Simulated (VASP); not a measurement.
# MgF2 (P4_2/mnm) in VASP: a series of runs, part 2 of 2

VASP 6.6.1. The steps go on from the part before.

## 4. Single point, PBE (uniaxial z strain +2.0%)

File INCAR:

```
SYSTEM = MgF2
  PREC = Accurate
  ENCUT = 600
  EDIFF = 1E-6
  ISMEAR = -1
  SIGMA = 0.02
  LREAL = .False.
  LASPH = .True.
  NELM = 120
  ALGO = Normal
  ISIF = 2
  LWAVE = .False.
  LCHARG = .False.
  GGA = PE
  NBANDS = 25
  GGA_COMPAT = .False.
```

File KPOINTS:

```
regular mesh
0
Gamma
  6 6 8
  0 0 0
```

File POSCAR:

```
MgF2
1.0
    4.6220159946      0.0000000000      0.0000000000
    0.0000000000      4.6220159946      0.0000000000
    0.0000000000      0.0000000000      3.1070339947
Mg F
2 4
Direct
    0.0000000000      0.0000000000      0.0000000000
    0.5000000000      0.5000000000      0.5000000000
    0.3037306658      0.3037306658      0.0000000000
    0.1962693342      0.8037306658      0.5000000000
    0.8037306658      0.1962693342      0.5000000000
    0.6962693342      0.6962693342      0.0000000000
```

Run with:

```
cat potpaw_PBE.64/Mg/POTCAR potpaw_PBE.64/F/POTCAR > POTCAR
mpirun -np 1 vasp_std > vasp.out
```

Wall time 28 s (1 thread of Intel Xeon 6975P-C (Granite Rapids), shared host); peak memory 0.24 GiB.

Results (log left out):

```
Free energy            : -31.5366 eV
Pressure               : 1.6 GPa
Largest force          : 0.021 eV/Å
Band gap on the k mesh : 6.96 eV
```

Forces on the atoms (eV/Å):
```
Mg   0.000  0.000  0.000
Mg   0.000  0.000  0.000
F   -0.015 -0.015  0.000
F    0.015 -0.015  0.000
F   -0.015  0.015  0.000
F    0.015  0.015  0.000
```

Stress tensor (GPa, compression positive):
```
2.33 0.00 0.00
0.00 2.33 0.00
0.00 0.00 0.07
```

Levels at points of the mesh, in eV from the valence-band top:
```tsv
k point	band 12	band 13	band 14	band 15	band 16	band 17	band 18	band 19	band 20	band 21
(0.00, 0.00, 0.00)	-1.23	-0.74	-0.30	-0.30	0.00	6.96	12.10	12.10	13.45	14.37
(0.50, 0.00, 0.00)	-1.32	-0.99	-0.99	-0.36	-0.36	9.36	9.36	13.31	13.31	15.52
(0.50, 0.50, 0.00)	-1.28	-0.91	-0.91	-0.72	-0.72	11.04	11.04	11.17	11.17	17.42
(0.00, 0.00, 0.50)	-1.36	-1.12	-1.12	-0.82	-0.82	11.61	11.61	14.76	14.76	15.35
(0.50, 0.00, 0.50)	-1.30	-0.70	-0.70	-0.63	-0.63	12.60	12.60	13.19	13.19	15.75
(0.50, 0.50, 0.50)	-1.33	-0.58	-0.58	-0.46	-0.46	13.17	13.17	13.20	13.20	14.40
```

Caveat: the cell differs from its parent crystal (uniaxial z strain +2.0%); the structure was generated, so it needn't be the stable form of MgF2. A k mesh can miss the band edges.

## 5. Single point, r2SCAN (uniaxial z strain -4.0%)

File POSCAR:

```
MgF2
1.0
    4.6220159946      0.0000000000      0.0000000000
    0.0000000000      4.6220159946      0.0000000000
    0.0000000000      0.0000000000      2.9242672892
Mg F
2 4
Direct
    0.0000000000      0.0000000000      0.0000000000
    0.5000000000      0.5000000000      0.5000000000
    0.3008632720      0.3008632720      0.0000000000
    0.1991367280      0.8008632720      0.5000000000
    0.8008632720      0.1991367280      0.5000000000
    0.6991367280      0.6991367280      0.0000000000
```

File INCAR.step1:

```
ALGO = Normal
EDIFF = 1E-5
ENCUT = 660
GGA = PE
GGA_COMPAT = F
ISMEAR = 0
LASPH = T
LCHARG = F
LREAL = F
LWAVE = T
NBANDS = 25
NELM = 120
PREC = Accurate
SIGMA = 0.01
```

File INCAR.step2:

```
ALGO = Normal
EDIFF = 1E-6
ENCUT = 660
GGA_COMPAT = F
ISIF = 2
ISMEAR = 0
ISTART = 1
LASPH = T
LCHARG = F
LMIXTAU = T
LREAL = F
LWAVE = F
METAGGA = R2SCAN
NBANDS = 25
NELM = 120
PREC = Accurate
SIGMA = 0.01
```

File KPOINTS:

```
k-points
0
Gamma
  6 6 8
```

Run with:

```
cat potpaw_PBE.64/Mg/POTCAR potpaw_PBE.64/F/POTCAR > POTCAR
cp INCAR.step1 INCAR
mpirun -np 1 vasp_std > vasp.out
cp INCAR.step2 INCAR
mpirun -np 1 vasp_std > vasp.out
```

Run time: 2.1 min. Hardware: 1 thread of Intel Xeon 6975P-C (Granite Rapids), shared host; peak memory 0.27 GiB.

Results (log left out):

- Free energy: -43.7999 eV
- Pressure: 3.5 GPa
- Largest force: 0.006 eV/Å
- Band gap on the k mesh: 8.38 eV

Forces on the atoms (eV/Å):
```
Mg   0.000  0.000  0.000
Mg   0.000  0.000  0.000
F    0.004  0.004  0.000
F   -0.004  0.004  0.000
F    0.004 -0.004  0.000
F   -0.004 -0.004  0.000
```

Stress tensor (GPa, compression positive):
```
1.41 0.00 0.00
0.00 1.41 0.00
0.00 0.00 7.76
```

Levels at points of the mesh, in eV from the valence-band top:
```tsv
k point	band 14	band 15	band 16	band 17	band 18	band 19
(0.00, 0.00, 0.00)	-0.38	-0.38	0.00	8.38	13.68	13.68
(0.50, 0.00, 0.00)	-0.94	-0.41	-0.41	10.83	10.83	15.05
(0.50, 0.50, 0.00)	-1.06	-0.91	-0.91	12.57	12.57	12.76
(0.00, 0.00, 0.50)	-1.23	-0.93	-0.93	13.43	13.43	16.57
(0.50, 0.00, 0.50)	-0.81	-0.74	-0.74	14.16	14.16	15.21
(0.50, 0.50, 0.50)	-0.70	-0.54	-0.54	14.61	14.61	14.78
```

Caveat: the cell differs from its parent crystal (uniaxial z strain -4.0%); the stress differs along the axes, from 1 to 8 GPa; the structure was generated, so it needn't be the stable form of MgF2; the PAW data sets were made with another functional, which shifts forces and pressure a little.

## 6. Single point, r2SCAN (uniaxial z strain -3.0%)

File POSCAR:

```
MgF2
1.0
    4.6220159946      0.0000000000      0.0000000000
    0.0000000000      4.6220159946      0.0000000000
    0.0000000000      0.0000000000      2.9547284068
Mg F
2 4
Direct
    0.0000000000      0.0000000000      0.0000000000
    0.5000000000      0.5000000000      0.5000000000
    0.3014474035      0.3014474035      0.0000000000
    0.1985525965      0.8014474035      0.5000000000
    0.8014474035      0.1985525965      0.5000000000
    0.6985525965      0.6985525965      0.0000000000
```

File INCAR.step1:

```
PREC = Accurate
ENCUT = 660
ISMEAR = 0
SIGMA = 0.01
LREAL = F
LASPH = T
NELM = 120
NBANDS = 25
GGA = PE
ALGO = Normal
EDIFF = 1E-5
LWAVE = T
LCHARG = F
GGA_COMPAT = F
```

File INCAR.step2:

```
PREC = Accurate
ENCUT = 660
EDIFF = 1E-6
ISMEAR = 0
SIGMA = 0.01
LREAL = F
LASPH = T
NELM = 120
ALGO = Normal
ISIF = 2
LWAVE = F
LCHARG = F
METAGGA = R2SCAN
LMIXTAU = T
NBANDS = 25
ISTART = 1
GGA_COMPAT = F
```

File KPOINTS:

```
Automatic mesh
0
Gamma
  6 6 8
```

Potentials or basis: VASP PAW PBE potentials, release 64 (Mg, F).

Run with:

```
cat potpaw_PBE.64/Mg/POTCAR potpaw_PBE.64/F/POTCAR > POTCAR
cp INCAR.step1 INCAR
mpirun -np 1 vasp_std > vasp.out
cp INCAR.step2 INCAR
mpirun -np 1 vasp_std > vasp.out
```

OUTCAR:

```text
PREC = Accurate
   ENCUT = 660
   EDIFF = 1E-6
   ISMEAR = 0
   LREAL = F
   LASPH = T
   NELM = 120
   ISIF = 2
   METAGGA = R2SCAN
   ISTART = 1

 ion  position               nearest neighbor table
   1  0.000  0.000  0.000-   4 1.97   5 1.97   4 1.97   5 1.97   3 1.97   6 1.97   2 3.59   2 3.59
                             2 3.59   2 3.59   2 3.59   2 3.59   2 3.59   2 3.59
   2  0.500  0.500  0.500-   3 1.97   6 1.97   3 1.97   6 1.97   5 1.97   4 1.97   1 3.59   1 3.59
                             1 3.59   1 3.59   1 3.59   1 3.59   1 3.59   1 3.59
   3  0.301  0.301  0.000-   2 1.97   2 1.97   1 1.97
   4  0.199  0.801  0.500-   1 1.97   1 1.97   2 1.97
   5  0.801  0.199  0.500-   1 1.97   1 1.97   2 1.97
   6  0.699  0.699  0.000-   2 1.97   2 1.97   1 1.97

  LATTYP: Found a simple tetragonal cell.
 ALAT       =     4.6220159946
 C/A-ratio  =     0.6392726486

  Lattice vectors:

 A1 = (   4.6220159946,   0.0000000000,   0.0000000000)
 A2 = (   0.0000000000,   4.6220159946,   0.0000000000)
 A3 = (   0.0000000000,   0.0000000000,   2.9547284068)

Analysis of symmetry for initial positions (statically):
=====================================================================
 Subroutine PRICEL returns:
 Original cell was already a primitive cell.

 Routine SETGRP: Setting up the symmetry group for a
 simple tetragonal supercell.

 Subroutine GETGRP returns: Found 16 space group operations
 (whereof  8 operations were pure point group operations)
 out of a pool of 16 trial point group operations.

The static configuration has the point symmetry D_2h.
 The point group associated with its full space group is D_4h.

Analysis of symmetry for dynamics (positions and initial velocities):
=====================================================================
 Subroutine PRICEL returns:
 Original cell was already a primitive cell.

[... 132 lines left out ...]
   EFERMI_NEDOS =   21; number of points for ismear=-14 and -15
   IALGO  =     38    algorithm
   IMIX   =      4    mixing-type and parameters
     AMIX     =   0.40;   BMIX     =  1.00
     AMIX_MAG =   1.60;   BMIX_MAG =  1.00
  volume/ion in A,a.u.               =      10.52        70.99
  Fermi-wavevector in a.u.,A,eV,Ry     =   1.305363  2.466779 23.183958  1.703973
  Thomas-Fermi vector in A             =   2.436237
   LORBIT       =      0    0 simple, 1 ext, 2 COOP (PROOUT), +10 PAW based schemes
   METAGGA = R2SCAN    functional components
   LHFCALC =     F    Hartree Fock is set to
   AEXX    =    0.0000 exact exchange contribution
   IVDW    =     0    specifies the selected vdW correction
   LEPSILON=     F    determine dielectric tensor
   LRPA    =     F    only Hartree local field effects (RPA)
 non-spin polarized calculation
 Gauss-broadening in eV      SIGMA  =   0.01
  energy-cutoff  :      660.00
  volume of cell :       63.12
 maximum number of plane-waves:      2464
 NGX is ok and might be reduce to    40
   NGX = 19   NGY = 19   NGZ = 13

 number of electron      32.0000012 magnetization

 Free energy of the ion-electron system (eV)
  ---------------------------------------------------
  ext. energy  EPLUGINS =         0.00000000
  ---------------------------------------------------
  free energy    TOTEN  =       -43.82919688 eV

  energy without entropy =      -43.82919688  energy(sigma->0) =      -43.82919688

 E-fermi :  -1.6322     XC(G=0): -10.4134

 val. band max:       -1.6716779507   @ k =   0.0000   0.0000   0.0000
 cond. band min:       6.6196344333   @ k =   0.0000   0.0000   0.0000
 fundamental gap:      8.2913123840
 Fermi energy:        -1.6321737751

 k-point     1 :       0.0000    0.0000    0.0000
  band No.  band energies     occupation
      1     -23.6711      2.00000
      2     -22.8637      2.00000
      3     -22.8637      2.00000
      4     -22.7401      2.00000
      5      -5.8931      2.00000
      6      -4.3485      2.00000
[... 661 lines left out ...]
     24      16.0865      0.00000
     25      17.5698      0.00000

 [... further k-points ...]
[... 5 lines left out ...]
  --------------------------------------------------------------------------------------
  -------------------------------------------------------------------------------------
  Total        0.2543902      0.2543902      2.0687992     -0.0000000      0.0000000      0.0000000
  in kB        6.4569948      6.4569948     52.5107786     -0.0000000      0.0000000      0.0000000
  external PRESSURE =      21.8082560 kB  Pullay stress =       0.0000000 kB

 VOLUME and BASIS-vectors are now :
 -----------------------------------------------------------------------------
  energy-cutoff  :      660.00
  volume of cell :       63.12
      direct lattice vectors                 reciprocal lattice vectors
     4.622015995  0.000000000  0.000000000     0.216355807  0.000000000  0.000000000
     0.000000000  4.622015995  0.000000000     0.000000000  0.216355807  0.000000000
     0.000000000  0.000000000  2.954728407     0.000000000  0.000000000  0.338440581

 POSITION                                       TOTAL-FORCE (eV/Angst)
 -----------------------------------------------------------------------------------
      0.00000      0.00000      0.00000         0.000000      0.000000      0.000000
      2.31101      2.31101      1.47736         0.000000      0.000000      0.000000
      1.39329      1.39329      0.00000         0.004684      0.004684      0.000000
      0.91771      3.70430      1.47736        -0.004684      0.004684      0.000000
      3.70430      0.91771      1.47736         0.004684     -0.004684     -0.000000
      3.22872      3.22872      0.00000        -0.004684     -0.004684     -0.000000
 -----------------------------------------------------------------------------------
    total drift:                                0.000000      0.000000     -0.000000

  FREE ENERGIE OF THE ION-ELECTRON SYSTEM (eV)
  ---------------------------------------------------
  free  energy   TOTEN  =       -43.8291968758 eV

  energy  without entropy=      -43.8291968758  energy(sigma->0) =      -43.82919688
```

It took 2.2 min on 1 thread of Intel Xeon 6975P-C (Granite Rapids), shared host; peak memory 0.26 GiB.

Results:

- Free energy: -43.8292 eV
- Pressure: 2.2 GPa
- Largest force: 0.007 eV/Å
- Band gap on the k mesh: 8.29 eV

Forces in eV/Å, atoms in the order of the input:
```
Mg   0.000  0.000  0.000
Mg   0.000  0.000  0.000
F    0.005  0.005  0.000
F   -0.005  0.005  0.000
F    0.005 -0.005  0.000
F   -0.005 -0.005  0.000
```

Levels at points of the mesh, in eV from the valence-band top:
| k point | band 13 | band 14 | band 15 | band 16 | band 17 | band 18 | band 19 | band 20 |
| --- | --- | --- | --- | --- | --- | --- | --- | --- |
| (0.00, 0.00, 0.00) | -0.69 | -0.36 | -0.36 | 0.00 | 8.29 | 13.57 | 13.57 | 15.32 |
| (0.50, 0.00, 0.00) | -0.95 | -0.95 | -0.41 | -0.41 | 10.74 | 10.74 | 14.93 | 14.93 |
| (0.50, 0.50, 0.00) | -1.03 | -1.03 | -0.88 | -0.88 | 12.48 | 12.48 | 12.65 | 12.65 |
| (0.00, 0.00, 0.50) | -1.21 | -1.21 | -0.91 | -0.91 | 13.30 | 13.30 | 16.45 | 16.45 |
| (0.50, 0.00, 0.50) | -0.79 | -0.79 | -0.73 | -0.73 | 14.07 | 14.07 | 15.06 | 15.06 |
| (0.50, 0.50, 0.50) | -0.68 | -0.68 | -0.52 | -0.52 | 14.52 | 14.52 | 14.73 | 14.73 |

Caveat: the cell differs from its parent crystal (uniaxial z strain -3.0%); the structure was generated, so it needn't be the stable form of MgF2; the PAW data sets were made with another functional, which shifts forces and pressure a little.

## 7. Summary

```tsv
level	cell	cutoff (eV)	smearing	gap on the mesh (eV)	pressure (GPa)	largest force (eV/Å)
PBE	a = 4.622, b = 4.622, c = 2.924 Å, 6 atoms, uniaxial z strain -4.0%	600	fermi-dirac 0.02 eV	7.45	9.2	0.04
PBE	a = 4.622, b = 4.622, c = 3.016 Å, 6 atoms, uniaxial z strain -1.0%	600	fermi-dirac 0.02 eV	7.20	5.1	0.03
PBE	a = 4.622, b = 4.622, c = 3.107 Å, 6 atoms, uniaxial z strain +2.0%	600	fermi-dirac 0.02 eV	6.96	1.6	0.02
r2SCAN	a = 4.622, b = 4.622, c = 2.924 Å, 6 atoms, uniaxial z strain -4.0%	660	gaussian 0.01 eV	8.38	3.5	0.01
r2SCAN	a = 4.622, b = 4.622, c = 2.955 Å, 6 atoms, uniaxial z strain -3.0%	660	gaussian 0.01 eV	8.29	2.2	0.01
```

Alike in all rows: task single point; potentials or basis VASP PAW PBE potentials, release 64 (Mg, F); no spin polarisation; k mesh 6 × 6 × 8.

Caveats: the structure was generated, so it needn't be the stable form of MgF2; the PAW data sets were made with another functional, which shifts forces and pressure a little (at least some runs); the stress differs along the axes, from 7 to 14 GPa (at least some runs); the cell stands under pressure (at least some runs); the stress differs along the axes, from 1 to 8 GPa (at least some runs).

Absolute energies hang on the potentials; compare differences alone.
